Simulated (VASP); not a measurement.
# Re (I4_1/amd) in VASP: single point with PBE

Aim: the single point of Re with PBE.

All numbers are computed with VASP 6.6.1; they aren't measurements. Logs are shortened: lines on timing, memory, paths and dates and some standing lists are left out, and cuts for length are marked.

### 1 The cell of the first run

Symmetry: I4_1/amd, No. 141, tetragonal system. The conventional cell has a = 4.145 Å, b = 4.145 Å, c = 2.176 Å, α = 90.00°, β = 90.00°, γ = 90.00°. Within 2.8 Å of Re (site symmetry -4m2) lie 10 Re at 2.14 to 2.64 Å.

### 2 Single point, PBE

The input, INCAR:

```
SYSTEM = Re
ALGO = Normal
EDIFF = 1E-6
ENCUT = 520
GGA = PE
ISIF = 2
ISMEAR = -1
LASPH = .TRUE.
LCHARG = .FALSE.
LREAL = .FALSE.
LWAVE = .FALSE.
NBANDS = 14
NELM = 60
PREC = Accurate
SIGMA = 0.08
```

The input, KPOINTS:

```
k-points
0
G
  19 19 19
  0 0 0
```

The input, POSCAR:

```
Re
1.0
   -2.0725221112      2.0725221112      1.0878430879
    2.0725221112     -2.0725221112      1.0878430879
    2.0725221112      2.0725221112     -1.0878430879
Re
2
Direct
   -0.3750000000     -0.1250000000     -0.2500000000
    0.3750000000      0.1250000000      0.2500000000
```

Potentials or basis: VASP PAW PBE potentials, release 64 (Re).

On the command line:

```bash
$ cat potpaw_PBE.64/Re/POTCAR > POTCAR
$ mpirun -np 1 vasp_std > vasp.out
```

OUTCAR:

```text
SYSTEM = Re
   EDIFF = 1E-6
   ENCUT = 520
   GGA = PE
   ISIF = 2
   ISMEAR = -1
   LASPH = .TRUE.
   LREAL = .FALSE.
   NELM = 60
   PREC = Accurate

 ion  position               nearest neighbor table
   1  0.625  0.875  0.750-   2 2.14   2 2.14   2 2.14   2 2.14   2 2.64   2 2.64   2 2.64   2 2.64
                             2 3.42   2 3.42
   2  0.375  0.125  0.250-   1 2.14   1 2.14   1 2.14   1 2.14   1 2.64   1 2.64   1 2.64   1 2.64
                             1 3.42   1 3.42

  LATTYP: Found a body centered tetragonal cell.
 ALAT       =     4.1450442224
 C/A-ratio  =     0.5248885317

  Lattice vectors:

 A1 = (  -2.0725221112,   2.0725221112,   1.0878430879)
 A2 = (   2.0725221112,  -2.0725221112,   1.0878430879)
 A3 = (   2.0725221112,   2.0725221112,  -1.0878430879)

Analysis of symmetry for initial positions (statically):
=====================================================================
 Subroutine PRICEL returns:
 Original cell was already a primitive cell.

 Routine SETGRP: Setting up the symmetry group for a
 body centered tetragonal supercell.

 Subroutine GETGRP returns: Found 16 space group operations
 (whereof  4 operations were pure point group operations)
 out of a pool of 16 trial point group operations.

The static configuration has the point symmetry C_2h.
 The point group associated with its full space group is D_4h.

Analysis of symmetry for dynamics (positions and initial velocities):
=====================================================================
 Subroutine PRICEL returns:
 Original cell was already a primitive cell.

 Routine SETGRP: Setting up the symmetry group for a
 body centered tetragonal supercell.

 Subroutine GETGRP returns: Found 16 space group operations
 (whereof  4 operations were pure point group operations)
 out of a pool of 16 trial point group operations.

The dynamic configuration has the point symmetry C_2h.
 The point group associated with its full space group is D_4h.

 Subroutine INISYM returns: Found 16 space group operations
 (whereof  4 operations are pure point group operations),
 and found     1 'primitive' translations

----------------------------------------------------------------------------------------

                                     Primitive cell

  volume of cell :      18.6907

  direct lattice vectors                    reciprocal lattice vectors
    -2.072522111  2.072522111  1.087843088     0.000000000  0.241251950  0.459625111
     2.072522111 -2.072522111  1.087843088     0.241251950  0.000000000  0.459625111
     2.072522111  2.072522111 -1.087843088     0.241251950  0.241251950  0.000000000

  length of vectors
     3.126355448  3.126355448  3.126355448     0.519093196  0.519093196  0.341181779

  position of ions in fractional coordinates (direct lattice)
     0.625000000  0.875000000  0.750000000
     0.375000000  0.125000000  0.250000000

  ion indices of the primitive-cell ions
   primitive index   ion index
                 1           1
                 2           2

----------------------------------------------------------------------------------------

 KPOINTS: k-points

Automatic generation of k-mesh.
 Grid dimensions read from file:
 generate k-points for:   19   19   19

 Generating k-lattice:

  Cartesian coordinates                     Fractional coordinates (reciprocal lattice)
     0.000000000  0.012697471  0.024190795     0.052631579  0.000000000  0.000000000
     0.012697471  0.000000000  0.024190795     0.000000000  0.052631579  0.000000000
     0.012697471  0.012697471  0.000000000     0.000000000  0.000000000  0.052631579

  Length of vectors
     0.027320695  0.027320695  0.017956936

  Shift w.r.t. Gamma in fractional coordinates (k-lattice)
     0.000000000  0.000000000  0.000000000

 Subroutine IBZKPT returns following result:
 ===========================================

 Found    550 irreducible k-points:

 Following reciprocal coordinates:
            Coordinates               Weight
  0.000000  0.000000  0.000000      1.000000
  0.052632  0.000000 -0.000000      8.000000
  0.105263  0.000000 -0.000000      8.000000
  0.157895  0.000000 -0.000000      8.000000
  0.210526  0.000000  0.000000      8.000000
  0.263158  0.000000 -0.000000      8.000000
[... 16 lines left out ...]
 -0.315789  0.052632  0.000000     16.000000
 -0.263158  0.052632  0.000000     16.000000
 [... further k-points ...]
   k-points           NKPTS =    550   k-points in BZ     NKDIM =    550   number of bands    NBANDS=     14
   number of dos      NEDOS =    301   number of ions     NIONS =      2
   total plane-waves  NPLWV =  13824
   dimension x,y,z NGX =    24 NGY =   24 NGZ =   24
   dimension x,y,z NGXF=    48 NGYF=   48 NGZF=   48
   ions per type =               2
   NGX,Y,Z   is equivalent  to a cutoff of  12.76, 12.76, 12.76 a.u.
   NGXF,Y,Z  is equivalent  to a cutoff of  25.52, 25.52, 25.52 a.u.
 SYSTEM =  Re
   PREC   = accura    normal or accurate (medium, high low for compatibility)
   ISTART =      0    job   : 0-new  1-cont  2-samecut
   ICHARG =      2    charge: 1-file 2-atom 10-const
   ISPIN  =      1    spin polarized calculation?
   LNONCOLLINEAR =      F non collinear calculations
   LSORBIT =      F    spin-orbit coupling
   LASPH  =      T    aspherical Exc in radial PAW
   ENCUT  =  520.0 eV  38.22 Ry    6.18 a.u.   5.81  5.81  5.81*2*pi/ulx,y,z
   NELM   =     60;   NELMIN=  2; NELMDL= -5     # of ELM steps
   EDIFF  = 0.1E-05   stopping-criterion for ELM
   LREAL  =      F    real-space projection
   EDIFFG = 0.1E-04   stopping-criterion for IOM
   NSW    =      0    number of steps for IOM
   IBRION =     -1    ionic relax: 0-MD 1-quasi-New 2-CG
   NFREE  =      0    steps in history (QN), initial steepest desc. (CG)
   ISIF   =      2    stress and relaxation
   ISYM   =      2    0-nonsym 1-usesym 2-fastsym
   POTIM  = 0.5000    time-step for ionic-motion
   TEBEG  =    0.0;   TEEND  =   0.0 temperature during run
   PSTRESS=    0.0 pullay stress
   NELECT =      14.0000    total number of electrons
   NUPDOWN=      -1.0000    fix difference up-down
   EMIN   =  10.00;   EMAX   =-10.00  energy-range for DOS
   EFERMI =   0.00;   METHOD = LEGACY
   ISMEAR =    -1;   SIGMA  =   0.08  broadening in eV -4-tet -1-fermi 0-gaus
   EFERMI_NEDOS =   21; number of points for ismear=-14 and -15
   IALGO  =     38    algorithm
   IMIX   =      4    mixing-type and parameters
     AMIX     =   0.40;   BMIX     =  1.00
     AMIX_MAG =   1.60;   BMIX_MAG =  1.00
  volume/ion in A,a.u.               =       9.35        63.07
  Fermi-wavevector in a.u.,A,eV,Ry     =   1.486766  2.809581 30.075316  2.210473
  Thomas-Fermi vector in A             =   2.600011
   LORBIT       =      0    0 simple, 1 ext, 2 COOP (PROOUT), +10 PAW based schemes
   GGA     = PE    functional components
   LHFCALC =     F    Hartree Fock is set to
   AEXX    =    0.0000 exact exchange contribution
   IVDW    =     0    specifies the selected vdW correction
   LEPSILON=     F    determine dielectric tensor
   LRPA    =     F    only Hartree local field effects (RPA)
 non-spin polarized calculation
  energy-cutoff  :      520.00
  volume of cell :       18.69
 maximum number of plane-waves:       515
   NGX = 11   NGY = 11   NGZ = 11

 number of electron      14.0000000 magnetization

 Free energy of the ion-electron system (eV)
  ---------------------------------------------------
  ext. energy  EPLUGINS =         0.00000000
  ---------------------------------------------------
  free energy    TOTEN  =        -8.27995386 eV

  energy without entropy =       -8.25457362  energy(sigma->0) =       -8.26726374

 E-fermi :  15.9656     XC(G=0): -16.2529

 val. band max:       15.9619032687   @ k =  -0.1579   0.4211   0.0526
 cond. band min:      15.9658322619   @ k =  -0.1579   0.4737   0.0526
 fundamental gap:      0.0039289932
 Fermi energy:        15.9656338305

 k-point     1 :       0.0000    0.0000    0.0000
  band No.  band energies     occupation
      1       1.7571      2.00000
      2       2.2130      2.00000
      3       5.7652      2.00000
      4       6.7678      2.00000
      5       7.7943      2.00000
      6      16.6895      0.00024
      7      16.6895      0.00024
      8      17.0595      0.00000
      9      17.0595      0.00000
     10      23.5668      0.00000
     11      26.3801      0.00000
     12      26.3801      0.00000
     13      27.3105      0.00000
     14      35.8456      0.00000

 k-point     2 :       0.0526    0.0000   -0.0000
  band No.  band energies     occupation
      1       1.8799      2.00000
      2       2.4498      2.00000
      3       5.8477      2.00000
      4       7.1132      2.00000
      5       8.0275      2.00000
      6      14.8457      2.00000
      7      14.9090      2.00000
      8      18.4908      0.00000
      9      18.5091      0.00000
     10      23.4468      0.00000
     11      25.6612      0.00000
     12      26.5642      0.00000
     13      28.0471      0.00000
     14      36.1487      0.00000

 k-point     3 :       0.1053    0.0000   -0.0000
  band No.  band energies     occupation
      1       2.2418      2.00000
      2       3.1022      2.00000
      3       6.1024      2.00000
      4       8.0621      2.00000
      5       8.7018      2.00000
      6      12.8078      2.00000
      7      13.1712      2.00000
      8      18.9532      0.00000
      9      19.0843      0.00000
     10      23.1218      0.00000
     11      25.1393      0.00000
     12      27.4808      0.00000
     13      29.1546      0.00000
     14      36.7767      0.00000

 k-point     4 :       0.1579    0.0000   -0.0000
  band No.  band energies     occupation
      1       2.8172      2.00000
      2       4.0065      2.00000
      3       6.4490      2.00000
      4       9.1444      2.00000
      5       9.8378      2.00000
      6      10.9372      2.00000
      7      12.2803      2.00000
      8      17.9982      0.00000
      9      18.5736      0.00000
     10      22.6435      0.00000
     11      25.1127      0.00000
     12      29.2824      0.00000
     13      30.5992      0.00000
     14      37.2476      0.00000

 k-point     5 :       0.2105    0.0000    0.0000
  band No.  band energies     occupation
      1       3.5392      2.00000
      2       4.9107      2.00000
      3       6.6054      2.00000
      4       9.3752      2.00000
      5       9.5681      2.00000
      6      11.4727      2.00000
      7      13.0649      2.00000
      8      16.6786      0.00027
      9      17.5011      0.00000
     10      22.0020      0.00000
     11      24.9427      0.00000
[... 276 lines left out ...]
 k-point    22 :      -0.3684    0.0526    0.0000
  band No.  band energies     occupation
      1       4.5049      2.00000
      2       5.0980      2.00000
      3       7.4103      2.00000
      4       8.7572      2.00000
      5       9.8909      2.00000
      6      13.3151      2.00000
      7      15.0718      1.99997
      8      17.2672      0.00000
      9      18.8389      0.00000
     10      19.3993      0.00000
     11      23.2750      0.00000
     12      30.1667      0.00000
     13      31.2431      0.00000
     14      36.5391      0.00000

 k-point    23 :      -0.3158    0.0526    0.0000
  band No.  band energies     occupation
      1       4.4432      2.00000
      2       5.4545      2.00000
      3       6.8295      2.00000
      4       8.7502      2.00000
      5      10.3961      2.00000
      6      12.2949      2.00000
      7      15.1340      1.99994
      8      16.1343      0.21649
      9      16.7927      0.00006
     10      20.4683      0.00000
     11      23.9877      0.00000
     12      30.8057      0.00000
     13      32.2130      0.00000
     14      36.7005      0.00000

 k-point    24 :      -0.2632    0.0526    0.0000
  band No.  band energies     occupation
      1       3.8639      2.00000
      2       5.1677      2.00000
      3       6.7036      2.00000
      4       9.4455      2.00000
      5       9.9106      2.00000
      6      11.3956      2.00000
      7      13.6450      2.00000
      8      16.2507      0.05510
      9      17.3554      0.00000
     10      21.3518      0.00000
     11      24.4652      0.00000
     12      30.4180      0.00000
     13      32.3695      0.00000
     14      36.6785      0.00000

 [... further k-points ...]

------------------------ aborting loop because EDIFF is reached ----------------------------------------

  FORCE on cell =-STRESS in cart. coord.  units (eV):
  Direction    XX          YY          ZZ          XY          YZ          ZX
  --------------------------------------------------------------------------------------
  -------------------------------------------------------------------------------------
  Total       61.2302041     61.2302041     61.3814850     -0.0000000      0.0000000      0.0000000
  in kB     5248.6993455   5248.6993455   5261.6672600     -0.0000000      0.0000000      0.0000000
  external PRESSURE =    5253.0219837 kB  Pullay stress =       0.0000000 kB

 VOLUME and BASIS-vectors are now :
 -----------------------------------------------------------------------------
  energy-cutoff  :      520.00
  volume of cell :       18.69
      direct lattice vectors                 reciprocal lattice vectors
    -2.072522111  2.072522111  1.087843088     0.000000000  0.241251950  0.459625111
     2.072522111 -2.072522111  1.087843088     0.241251950  0.000000000  0.459625111
     2.072522111  2.072522111 -1.087843088     0.241251950  0.241251950  0.000000000

 POSITION                                       TOTAL-FORCE (eV/Angst)
 -----------------------------------------------------------------------------------
      2.07252      1.03626      0.81588         0.000000     -0.000000     -0.000000
     -0.00000      1.03626      0.27196        -0.000000      0.000000      0.000000
 -----------------------------------------------------------------------------------
    total drift:                               -0.000000      0.000000      0.000000

  FREE ENERGIE OF THE ION-ELECTRON SYSTEM (eV)
  ---------------------------------------------------
  free  energy   TOTEN  =        -8.2799538609 eV

  energy  without entropy=       -8.2545736223  energy(sigma->0) =       -8.26726374
```

Wall time 57 s (1 thread of Intel Xeon 6975P-C (Granite Rapids), shared host); peak memory 0.25 GiB.

What came out:

```yaml
Free_energy: -8.2800 eV
Pressure: 525.3 GPa
Band_gap_on_the_k_mesh: zero (band 7 reaches 18.57 eV, above the bottom of band 8 at 14.11 eV)
```

Caveat: spin-orbit coupling is left out, which moves the levels of the heavy elements.
